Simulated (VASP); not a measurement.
# AlGa5As6 (P31m) in VASP: further runs, part 2 of 2

VASP 6.6.1. Earlier steps stand in the parts before.

### Step 4. Relaxation of cell and atoms, PBE

Contents of INCAR:

```
  ALGO = Normal
  EDIFF = 1E-7
  EDIFFG = -0.04
  ENCUT = 500
  GGA = PE
  GGA_COMPAT = F
  IBRION = 2
  ISIF = 3
  ISMEAR = 0
  LASPH = T
  LCHARG = F
  LREAL = F
  LWAVE = F
  NELM = 120
  NELMIN = 4
  NSW = 90
  PREC = Accurate
  SIGMA = 0.1
```

Contents of KPOINTS:

```
k-points
0
Gamma
  3 3 4
```

Contents of POSCAR:

```
AlGa5As6
1.0
    6.7398823400      0.0000000000      0.0000000000
   -3.3699411700      5.8369093300      0.0000000000
    0.0000000000      0.0000000000      6.3951809100
Al Ga As
1 5 6
Direct
    0.0000000000      0.0000000000      0.0006830000
    0.6666666700      0.3333333300      0.0006830000
    0.3333333300      0.6666666700      0.0006830000
    0.3333333300      0.0000000000      0.5006830000
    0.0000000000      0.3333333300      0.5006830000
    0.6666666700      0.6666666700      0.5006830000
    0.0000000000      0.0000000000      0.3753170100
    0.6666666700      0.3333333300      0.3753170100
    0.3333333300      0.6666666700      0.3753170100
    0.3333333300      0.0000000000      0.8753170100
    0.0000000000      0.3333333300      0.8753170100
    0.6666666700      0.6666666700      0.8753170100
```

Started as:

```
$ cat potpaw_PBE.64/Al/POTCAR potpaw_PBE.64/Ga_d/POTCAR potpaw_PBE.64/As/POTCAR > POTCAR
$ mpirun -np 1 vasp_std > vasp.out
```

Run time: 6.5 min. Hardware: 1 thread of AMD EPYC 9R45 (Zen 5), shared host; peak memory 0.39 GiB.

It converged, with:

```
Free energy                           : -50.5617 eV
Relaxed volume                        : 23.68 Å³/atom
Relaxed cell                          : a = 7.014 Å, b = 7.014 Å, c = 6.669 Å, α = 90.00°, β = 90.00°, γ = 120.00°
Space group after relaxing (to 0.1 Å) : P31m (No. 157)
Energy gained by relaxing             : 76.7 meV/atom
Ionic steps                           : 5
Pressure after relaxing               : 0.0 GPa
Largest force after relaxing          : 0.036 eV/Å
Band gap on the k mesh                : 0.39 eV
```

Forces on the atoms (eV/Å):
```
Al   0.000  0.000 -0.002
Ga   0.000  0.000 -0.001
Ga   0.000  0.000 -0.001
Ga  -0.004  0.000  0.010
Ga   0.002 -0.003  0.010
Ga   0.002  0.003  0.010
As   0.000  0.000 -0.036
As   0.000  0.000 -0.003
As   0.000  0.000 -0.003
As  -0.021  0.000  0.005
As   0.011 -0.018  0.005
As   0.011  0.018  0.005
```

The path:
```csv
step,energy change (eV),largest force (eV/Å),pressure (GPa),volume (Å³)
1,0.0000,0.1269,10.11,251.59
2,-0.7129,0.0572,-3.29,302.88
3,-0.9204,0.0515,0.00,284.21
4,-0.9201,0.0504,-0.14,284.89
5,-0.9208,0.0355,0.03,284.11
```

Final structure:
```
Al Ga As
1.0
     7.01390    0.00000    0.00000
    -3.50695    6.07421    0.00000
     0.00000    0.00000    6.66853
Al Ga As
1 5 6
Direct
  0.00000 0.00000 0.00068
  0.66667 0.33333 0.00075
  0.33333 0.66667 0.00075
  0.33343 0.00000 0.50108
  0.00000 0.33343 0.50108
  0.66657 0.66657 0.50108
  0.00000 0.00000 0.37432
  0.66667 0.33333 0.37508
  0.33333 0.66667 0.37508
  0.33293 0.00000 0.87536
  0.00000 0.33293 0.87536
  0.66707 0.66707 0.87536
```

Levels at points of the mesh, in eV from the valence-band top:
```
           k point  band 45  band 46  band 47  band 48  band 49  band 50  band 51  band 52  band 53  band 54
(0.00, 0.00, 0.00)    -1.14    -1.14    -0.17     0.00     0.00     0.39     0.84     2.32     2.32     3.55
(0.00, 0.00, 0.50)    -1.58    -0.69    -0.69    -0.60    -0.60     1.37     1.49     1.99     1.99     2.07
```

### Step 5. Relaxation of cell and atoms, PBE

This run uses another cell than the first one, of 23.63 Å³/atom.

Contents of INCAR:

```
SYSTEM = AlGa5As6
PREC = Accurate ; ENCUT = 500
EDIFF = 1E-7 ; ISMEAR = 0
SIGMA = 0.02 ; LREAL = .False.
LASPH = .True. ; NELM = 120
ALGO = Normal ; ISIF = 3
LWAVE = .False. ; LCHARG = .False.
GGA = PE ; IBRION = 2
NSW = 100 ; EDIFFG = -0.01
GGA_COMPAT = .False. ; NELMIN = 4
KPAR = 4
```

Contents of KPOINTS:

```
regular mesh
0
Gamma
  6 6 6
  0 0 0
```

Contents of POSCAR:

```
AlGa5As6
1.0
    7.0098547370      0.0000000000      0.0000000000
   -3.5049273685      6.0707122791      0.0000000000
    0.0000000000      0.0000000000      6.6632850265
Al Ga As
1 5 6
Direct
    0.0000000000      0.0000000000      0.0005261256
    0.6666666667      0.3333333333      0.0007591520
    0.3333333333      0.6666666667      0.0007591520
    0.3332371399      0.0000000000      0.5012493613
    0.0000000000      0.3332371399      0.5012493613
    0.6667628601      0.6667628601      0.5012493613
    0.0000000000      0.0000000000      0.3737026307
    0.6666666667      0.3333333333      0.3751384387
    0.3333333333      0.6666666667      0.3751384387
    0.3326703093      0.0000000000      0.8754093461
    0.0000000000      0.3326703093      0.8754093461
    0.6673296907      0.6673296907      0.8754093461
```

Started as:

```
$ cat potpaw_PBE.64/Al/POTCAR potpaw_PBE.64/Ga_d/POTCAR potpaw_PBE.64/As/POTCAR > POTCAR
$ mpirun -np 4 vasp_std > vasp.out
```

Wall time 7.1 min (4 MPI ranks of Intel Xeon Platinum 8559C (Emerald Rapids), shared host); peak memory 0.67 GiB.

It converged, with:

```
Free energy                           : -50.6179 eV
Relaxed volume                        : 23.73 Å³/atom
Relaxed cell                          : a = 7.018 Å, b = 7.018 Å, c = 6.676 Å, α = 90.00°, β = 90.00°, γ = 120.00°
Space group after relaxing (to 0.1 Å) : P31m (No. 157)
Energy gained by relaxing             : 0.1 meV/atom
Ionic steps                           : 3
Pressure after relaxing               : 0.0 GPa
Largest force after relaxing          : 0.003 eV/Å
Band gap on the k mesh                : 0.38 eV
```

Forces in eV/Å, atoms in the order of the input:
```
Al   0.000  0.000  0.002
Ga   0.000  0.000  0.000
Ga   0.000  0.000  0.000
Ga   0.000  0.000  0.000
Ga   0.000  0.000  0.000
Ga   0.000  0.000  0.000
As   0.000  0.000 -0.001
As   0.000  0.000  0.002
As   0.000  0.000  0.002
As  -0.003  0.000 -0.002
As   0.001 -0.003 -0.002
As   0.001  0.003 -0.002
```

The path:
```
step  energy change (eV)  largest force (eV/Å)  pressure (GPa)  volume (Å³)
   1              0.0000                0.0115            0.26       283.55
   2             -0.0009                0.0054           -0.09       285.11
   3             -0.0010                0.0033           -0.01       284.72
```

Final structure:
```yaml
crystal:
  lattice:
    - [7.01778, 0.00000, 0.00000]
    - [-3.50889, 6.07758, 0.00000]
    - [0.00000, 0.00000, 6.67556]
  atoms:
    - { symbol: Al, position: [0.00000, 0.00000, 0.00048] }
    - { symbol: Ga, position: [0.66667, 0.33333, 0.00072] }
    - { symbol: Ga, position: [0.33333, 0.66667, 0.00072] }
    - { symbol: Ga, position: [0.33324, 0.00000, 0.50120] }
    - { symbol: Ga, position: [0.00000, 0.33324, 0.50120] }
    - { symbol: Ga, position: [0.66676, 0.66676, 0.50120] }
    - { symbol: As, position: [0.00000, 0.00000, 0.37376] }
    - { symbol: As, position: [0.66667, 0.33333, 0.37520] }
    - { symbol: As, position: [0.33333, 0.66667, 0.37520] }
    - { symbol: As, position: [0.33265, 0.00000, 0.87544] }
    - { symbol: As, position: [0.00000, 0.33265, 0.87544] }
    - { symbol: As, position: [0.66735, 0.66735, 0.87544] }
```

Levels at points of the mesh, in eV from the valence-band top:
| k point | band 46 | band 47 | band 48 | band 49 | band 50 | band 51 | band 52 | band 53 |
| --- | --- | --- | --- | --- | --- | --- | --- | --- |
| (0.00, 0.00, 0.00) | -1.14 | -0.17 | 0.00 | 0.00 | 0.38 | 0.84 | 2.32 | 2.32 |
| (0.50, 0.00, 0.00) | -1.17 | -1.11 | -1.11 | -1.06 | 1.40 | 2.25 | 2.68 | 2.79 |
| (0.00, 0.00, 0.50) | -0.69 | -0.69 | -0.60 | -0.60 | 1.37 | 1.48 | 1.98 | 1.98 |
| (0.50, 0.00, 0.50) | -1.96 | -1.96 | -1.93 | -1.90 | 1.27 | 1.41 | 2.67 | 2.74 |

### Step 6. Summary

```csv
task,cell,k mesh,smearing,gap on the mesh (eV),pressure (GPa),relaxed volume (Å³/atom),largest force (eV/Å)
single point,"a = 6.740, b = 6.740, c = 6.395 Å, angles 90.0, 90.0, 120.0°, 12 atoms",3 × 3 × 4,gaussian 0.1 eV,0.99,10.1,-,0.13
single point,"a = 7.010, b = 7.010, c = 6.663 Å, angles 90.0, 90.0, 120.0°, 12 atoms",3 × 3 × 4,gaussian 0.1 eV,0.40,0.2,-,0.01
relaxation of cell and atoms,"relaxed from a = 6.740, b = 6.740, c = 6.395 Å, angles 90.0, 90.0, 120.0°, 12 atoms",3 × 3 × 4,gaussian 0.1 eV,0.39,0.0,23.68,0.04
relaxation of cell and atoms,"relaxed from a = 7.010, b = 7.010, c = 6.663 Å, angles 90.0, 90.0, 120.0°, 12 atoms",6 × 6 × 6,gaussian 0.02 eV,0.38,0.0,23.73,-
```

Alike in all rows: level PBE; potentials or basis VASP PAW PBE potentials, release 64 (Al, Ga_d, As); no spin polarisation; cutoff (eV) 500.

Caveats: the cell stands under pressure (at least some runs); an odd mesh through Γ misses points on the zone boundary, where band edges can lie (at least some runs).

Absolute energies hang on the potentials; compare differences alone.
